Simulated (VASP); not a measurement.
# Mg (P6_3/mmc) in VASP: a series of runs

The runs below take Mg through single point, relaxation of cell and atoms, with PBE.

Program: VASP 6.6.1. These are calculated values, not measurements. Logs are shortened: lines on timing, memory, paths and dates and some standing lists are left out, and cuts for length are marked.

### 1 The cell of the first run

It takes space group P6_3/mmc (No. 194, hexagonal). The conventional cell has a = 3.209 Å, b = 3.209 Å, c = 5.210 Å, α = 90.00°, β = 90.00°, γ = 120.00°. Mg (site symmetry -6m2) has 12 Mg at 3.20 to 3.21 Å within 4.2 Å.

### 2 Single point, PBE

INCAR

```
PREC     = Accurate       # precision mode
ENCUT    = 520            # plane-wave cutoff, eV
EDIFF    = 1E-7           # SCF threshold, eV
ISMEAR   = 0              # smearing method
SIGMA    = 0.1            # smearing width, eV
LREAL    = False          # projectors in reciprocal space
LASPH    = True           # aspherical terms in the spheres
NELM     = 60             # most SCF steps
ALGO     = Fast           # electronic algorithm
ISIF     = 2              # what is computed and relaxed
LWAVE    = False          # write WAVECAR
LCHARG   = False          # write CHGCAR
GGA      = PE             # functional
NBANDS   = 9              # bands
```

KPOINTS

```
regular mesh
0
Gamma
  6 6 4
```

POSCAR

```
Mg
1.0
    3.2093000000      0.0000000000      0.0000000000
   -1.6046500000      2.7793353300      0.0000000000
    0.0000000000      0.0000000000      5.2103000000
Mg
2
Direct
    0.3333333300      0.6666666700      0.2500000000
    0.6666666700      0.3333333300      0.7500000000
```

Potentials or basis: VASP PAW PBE potentials, release 64 (Mg).

Run with:

```bash
cat potpaw_PBE.64/Mg/POTCAR > POTCAR
mpirun -np 1 vasp_std > vasp.out
```

OUTCAR:

```text
PREC = Accurate
   ENCUT = 520
   EDIFF = 1E-7
   ISMEAR = 0
   LREAL = False
   LASPH = True
   NELM = 60
   ISIF = 2
   GGA = PE

 ion  position               nearest neighbor table
   1  0.333  0.667  0.250-   2 3.20   2 3.20   2 3.20   2 3.20   2 3.20   2 3.20
   2  0.667  0.333  0.750-   1 3.20   1 3.20   1 3.20   1 3.20   1 3.20   1 3.20

  LATTYP: Found a hexagonal cell.
 ALAT       =     3.2093000000
 C/A-ratio  =     1.6235004518

  Lattice vectors:

 A1 = (   3.2093000000,   0.0000000000,   0.0000000000)
 A2 = (  -1.6046500000,   2.7793353300,   0.0000000000)
 A3 = (   0.0000000000,   0.0000000000,   5.2103000000)

Analysis of symmetry for initial positions (statically):
=====================================================================
 Subroutine PRICEL returns:
 Original cell was already a primitive cell.

 Routine SETGRP: Setting up the symmetry group for a
 hexagonal supercell.

 Subroutine GETGRP returns: Found 24 space group operations
 (whereof 12 operations were pure point group operations)
 out of a pool of 24 trial point group operations.

The static configuration has the point symmetry D_3d.
 The point group associated with its full space group is D_6h.

Analysis of symmetry for dynamics (positions and initial velocities):
=====================================================================
 Subroutine PRICEL returns:
 Original cell was already a primitive cell.

 Routine SETGRP: Setting up the symmetry group for a
 hexagonal supercell.

 Subroutine GETGRP returns: Found 24 space group operations
 (whereof 12 operations were pure point group operations)
 out of a pool of 24 trial point group operations.

The dynamic configuration has the point symmetry D_3d.
 The point group associated with its full space group is D_6h.

 Subroutine INISYM returns: Found 24 space group operations
 (whereof 12 operations are pure point group operations),
 and found     1 'primitive' translations

----------------------------------------------------------------------------------------

                                     Primitive cell

  volume of cell :      46.4744

  direct lattice vectors                    reciprocal lattice vectors
     3.209300000  0.000000000  0.000000000     0.311594429  0.179899127  0.000000000
    -1.604650000  2.779335330  0.000000000     0.000000000  0.359798254  0.000000000
     0.000000000  0.000000000  5.210300000     0.000000000  0.000000000  0.191927528

  length of vectors
     3.209300000  3.209300001  5.210300000     0.359798255  0.359798254  0.191927528

  position of ions in fractional coordinates (direct lattice)
     0.333333330  0.666666670  0.250000000
     0.666666670  0.333333330  0.750000000

  ion indices of the primitive-cell ions
   primitive index   ion index
                 1           1
                 2           2

----------------------------------------------------------------------------------------

 KPOINTS: regular mesh

Automatic generation of k-mesh.
 Grid dimensions read from file:
 generate k-points for:    6    6    4

 Generating k-lattice:

  Cartesian coordinates                     Fractional coordinates (reciprocal lattice)
     0.051932405  0.029983188  0.000000000     0.166666667 -0.000000000  0.000000000
     0.000000000  0.059966376  0.000000000     0.000000000  0.166666667  0.000000000
     0.000000000  0.000000000  0.047981882     0.000000000  0.000000000  0.250000000

  Length of vectors
     0.059966376  0.059966376  0.047981882

  Shift w.r.t. Gamma in fractional coordinates (k-lattice)
     0.000000000  0.000000000  0.000000000

 Subroutine IBZKPT returns following result:
 ===========================================

 Found     21 irreducible k-points:

 Following reciprocal coordinates:
            Coordinates               Weight
  0.000000  0.000000  0.000000      1.000000
  0.166667  0.000000  0.000000      6.000000
  0.333333  0.000000  0.000000      6.000000
  0.500000 -0.000000  0.000000      3.000000
  0.166667  0.166667  0.000000      6.000000
  0.333333  0.166667  0.000000     12.000000
[... 13 lines left out ...]
  0.333333  0.166667  0.500000     12.000000
  0.333333  0.333333  0.500000      2.000000
   k-points           NKPTS =     21   k-points in BZ     NKDIM =     21   number of bands    NBANDS=      9
   number of dos      NEDOS =    301   number of ions     NIONS =      2
   total plane-waves  NPLWV =  23040
   dimension x,y,z NGX =    24 NGY =   24 NGZ =   40
   dimension x,y,z NGXF=    48 NGYF=   48 NGZF=   80
   ions per type =               2
   NGX,Y,Z   is equivalent  to a cutoff of  12.43, 12.43, 12.76 a.u.
   NGXF,Y,Z  is equivalent  to a cutoff of  24.86, 24.86, 25.53 a.u.
 SYSTEM =  unknown system
   PREC   = accura    normal or accurate (medium, high low for compatibility)
   ISTART =      0    job   : 0-new  1-cont  2-samecut
   ICHARG =      2    charge: 1-file 2-atom 10-const
   ISPIN  =      1    spin polarized calculation?
   LNONCOLLINEAR =      F non collinear calculations
   LSORBIT =      F    spin-orbit coupling
   LASPH  =      T    aspherical Exc in radial PAW
   ENCUT  =  520.0 eV  38.22 Ry    6.18 a.u.   5.97  5.97  9.69*2*pi/ulx,y,z
   NELM   =     60;   NELMIN=  2; NELMDL= -5     # of ELM steps
   EDIFF  = 0.1E-06   stopping-criterion for ELM
   LREAL  =      F    real-space projection
   EDIFFG = 0.1E-05   stopping-criterion for IOM
   NSW    =      0    number of steps for IOM
   IBRION =     -1    ionic relax: 0-MD 1-quasi-New 2-CG
   NFREE  =      0    steps in history (QN), initial steepest desc. (CG)
   ISIF   =      2    stress and relaxation
   ISYM   =      2    0-nonsym 1-usesym 2-fastsym
   POTIM  = 0.5000    time-step for ionic-motion
   TEBEG  =    0.0;   TEEND  =   0.0 temperature during run
   PSTRESS=    0.0 pullay stress
   NELECT =       4.0000    total number of electrons
   NUPDOWN=      -1.0000    fix difference up-down
   EMIN   =  10.00;   EMAX   =-10.00  energy-range for DOS
   EFERMI =   0.00;   METHOD = LEGACY
   ISMEAR =     0;   SIGMA  =   0.10  broadening in eV -4-tet -1-fermi 0-gaus
   EFERMI_NEDOS =   21; number of points for ismear=-14 and -15
   IALGO  =     68    algorithm
   IMIX   =      4    mixing-type and parameters
     AMIX     =   0.40;   BMIX     =  1.00
     AMIX_MAG =   1.60;   BMIX_MAG =  1.00
  volume/ion in A,a.u.               =      23.24       156.81
  Fermi-wavevector in a.u.,A,eV,Ry     =   0.722809  1.365911  7.108401  0.522453
  Thomas-Fermi vector in A             =   1.812866
   LORBIT       =      0    0 simple, 1 ext, 2 COOP (PROOUT), +10 PAW based schemes
   GGA     = PE    functional components
   LHFCALC =     F    Hartree Fock is set to
   AEXX    =    0.0000 exact exchange contribution
   IVDW    =     0    specifies the selected vdW correction
   LEPSILON=     F    determine dielectric tensor
   LRPA    =     F    only Hartree local field effects (RPA)
 non-spin polarized calculation
 RMM-DIIS sequential band-by-band and
 Gauss-broadening in eV      SIGMA  =   0.10
  energy-cutoff  :      520.00
  volume of cell :       46.47
 maximum number of plane-waves:      1272
 NGX is ok and might be reduce to    24
   NGX = 11   NGY = 11   NGZ = 19

 number of electron       4.0000000 magnetization

 Free energy of the ion-electron system (eV)
  ---------------------------------------------------
  ext. energy  EPLUGINS =         0.00000000
  ---------------------------------------------------
  free energy    TOTEN  =        -2.94916483 eV

  energy without entropy =       -2.94195134  energy(sigma->0) =       -2.94555808

 E-fermi :   2.4319     XC(G=0):  -8.4539

 val. band max:        2.3977802793   @ k =   0.1667   0.1667   0.0000
 cond. band min:       2.4455604195   @ k =   0.3333   0.1667   0.0000
 fundamental gap:      0.0477801402
 Fermi energy:         2.4319116582

 k-point     1 :       0.0000    0.0000    0.0000
  band No.  band energies     occupation
      1      -4.3091      2.00000
      2       0.9071      2.00000
      3       1.3280      2.00000
      4      13.4388      0.00000
      5      13.4388      0.00000
      6      13.5282      0.00000
      7      13.5282      0.00000
      8      14.3311      0.00000
      9      15.8824      0.00000

 k-point     2 :       0.1667    0.0000    0.0000
  band No.  band energies     occupation
      1      -3.7679      2.00000
      2       1.4035      2.00000
      3       1.8509      2.00000
      4       8.6616      0.00000
      5      11.2046      0.00000
      6      11.8370      0.00000
      7      13.3652      0.00000
      8      14.2239      0.00000
      9      15.8122      0.00000

 k-point     3 :       0.3333    0.0000    0.0000
  band No.  band energies     occupation
      1      -2.1624      2.00000
      2       2.8952      0.00000
      3       3.1478      0.00000
      4       4.4376      0.00000
      5       8.9116      0.00000
      6       9.0723      0.00000
      7       9.8391      0.00000
      8      11.5366      0.00000
      9      14.2503      0.00000

 k-point     4 :       0.5000   -0.0000    0.0000
  band No.  band energies     occupation
      1       0.4489      2.00000
      2       0.4493      2.00000
      3       5.2142      0.00000
      4       5.5870      0.00000
      5       5.8157      0.00000
      6       6.2288      0.00000
      7       9.3855      0.00000
      8      10.7535      0.00000
      9      13.7318      0.00000

 k-point     5 :       0.1667    0.1667    0.0000
  band No.  band energies     occupation
      1      -2.6946      2.00000
      2       2.3978      1.37068
      3       2.8411      0.00000
      4       6.5054      0.00000
      5       6.9042      0.00000
      6      11.0915      0.00000
      7      11.7678      0.00000
      8      11.7942      0.00000
      9      12.5768      0.00000

 k-point     6 :       0.3333    0.1667    0.0000
  band No.  band energies     occupation
      1      -0.5842      2.00000
      2       2.4456      0.84694
      3       4.3859      0.00000
      4       4.7772      0.00000
      5       5.9097      0.00000
      6       7.4060      0.00000
      7       8.5054      0.00000
      8      10.4725      0.00000
      9      11.4147      0.00000
[... 133 lines left out ...]
 k-point    18 :       0.5000   -0.0000    0.5000
  band No.  band energies     occupation
      1       1.4826      2.00000
      2       1.4826      2.00000
      3       2.1230      1.99999
      4       2.1230      1.99999
      5      10.5521      0.00000
      6      10.5521      0.00000
      7      10.5630      0.00000
      8      10.5630      0.00000
      9      12.1262      0.00000

 k-point    19 :       0.1667    0.1667    0.5000
  band No.  band energies     occupation
      1      -1.3372      2.00000
      2      -1.3372      2.00000
      3       7.4826      0.00000
      4       7.4826      0.00000
      5       7.9080      0.00000
      6       7.9080      0.00000
      7       9.7722      0.00000
      8       9.7722      0.00000
      9      16.6345      0.00000

 k-point    20 :       0.3333    0.1667    0.5000
  band No.  band energies     occupation
      1       0.7310      2.00000
      2       0.7310      2.00000
      3       3.8528      0.00000
      4       3.8528      0.00000
      5       6.9439      0.00000
      6       6.9439      0.00000
      7      11.3304      0.00000
      8      11.3304      0.00000
      9      14.0538      0.00000

 k-point    21 :       0.3333    0.3333    0.5000
  band No.  band energies     occupation
      1       2.7738      0.00000
      2       2.7738      0.00000
      3       3.2505      0.00000
      4       3.2505      0.00000
      5       4.0871      0.00000
      6       4.0871      0.00000
      7      13.3709      0.00000
      8      13.3710      0.00000
      9      13.6180      0.00000

------------------------ aborting loop because EDIFF is reached ----------------------------------------

  FORCE on cell =-STRESS in cart. coord.  units (eV):
  Direction    XX          YY          ZZ          XY          YZ          ZX
  --------------------------------------------------------------------------------------
  -------------------------------------------------------------------------------------
  Total       -0.1629050     -0.1629050     -0.1411358      0.0000000     -0.0000000      0.0000000
  in kB       -5.6160505     -5.6160505     -4.8655700      0.0000000     -0.0000000      0.0000000
  external PRESSURE =      -5.3658903 kB  Pullay stress =       0.0000000 kB

 VOLUME and BASIS-vectors are now :
 -----------------------------------------------------------------------------
  energy-cutoff  :      520.00
  volume of cell :       46.47
      direct lattice vectors                 reciprocal lattice vectors
     3.209300000  0.000000000  0.000000000     0.311594429  0.179899127  0.000000000
    -1.604650000  2.779335330  0.000000000     0.000000000  0.359798254  0.000000000
     0.000000000  0.000000000  5.210300000     0.000000000  0.000000000  0.191927528

 POSITION                                       TOTAL-FORCE (eV/Angst)
 -----------------------------------------------------------------------------------
     -0.00000      1.85289      1.30258         0.000000     -0.000000      0.000000
      1.60465      0.92645      3.90773        -0.000000      0.000000      0.000000
 -----------------------------------------------------------------------------------
    total drift:                                0.000000     -0.000000      0.000000

  FREE ENERGIE OF THE ION-ELECTRON SYSTEM (eV)
  ---------------------------------------------------
  free  energy   TOTEN  =        -2.9491648253 eV

  energy  without entropy=       -2.9419513403  energy(sigma->0) =       -2.94555808
```

Run time: 6.3 s. Hardware: 1 thread of Intel Xeon Platinum 8175M at 2.50GHz (Skylake/Cascade Lake), shared host; peak memory 0.15 GiB.

Results:

| Item | Value |
| --- | --- |
| Free energy | -2.9492 eV |
| Pressure | -0.5 GPa |
| Band gap on the k mesh | zero (band 2 reaches 2.90 eV, above the bottom of band 3 at 1.33 eV) |

Stress tensor (GPa, compression positive):
```
-0.56  0.00  0.00
 0.00 -0.56  0.00
 0.00  0.00 -0.49
```

Caveat: the k points lie up to 0.38 Å⁻¹ apart.

### 3 Single point, PBE

This run uses another cell than the first one, of 22.93 Å³/atom, 0.987 times its volume.

INCAR

```
SYSTEM = Mg
PREC = Accurate
ENCUT = 520
EDIFF = 1E-6
ISMEAR = 0
SIGMA = 0.1
LREAL = .FALSE.
LASPH = .TRUE.
NELM = 100
ALGO = Fast
ISIF = 2
LWAVE = .FALSE.
LCHARG = .FALSE.
GGA = PE
NBANDS = 9
```

KPOINTS

```
regular mesh
0
G
  15 15 8
  0 0 0
```

POSCAR

```
Mg
1.0
    3.2099407609      0.0000000000      0.0000000000
   -1.6049703804      2.7798902436      0.0000000000
    0.0000000000      0.0000000000      5.1399402216
Mg
2
Direct
    0.3333333333      0.6666666667      0.2500000000
    0.6666666667      0.3333333333      0.7500000000
```

Potentials or basis: VASP PAW PBE potentials, release 64 (Mg).

Run with:

```bash
cat potpaw_PBE.64/Mg/POTCAR > POTCAR
mpirun -np 1 vasp_std > vasp.out
```

Wall time 22 s (1 thread of Intel Xeon Platinum 8175M at 2.50GHz (Skylake/Cascade Lake), shared host); peak memory 0.19 GiB.

Results (log left out):

- Free energy: -3.0150 eV
- Pressure: -0.1 GPa
- Band gap on the k mesh: zero (band 2 reaches 3.53 eV, above the bottom of band 3 at 1.53 eV)

Levels at points of the mesh, in eV from the Fermi level:
```tsv
k point	band 1	band 2	band 3	band 4	band 5	band 6	band 7
(0.00, 0.00, 0.00)	-6.93	-1.61	-1.11	10.80	10.80	10.88	10.88
(0.00, 0.00, 0.50)	-5.52	-5.52	5.25	5.25	11.56	11.56	11.56
```

(Continued in part 2 of 2.)
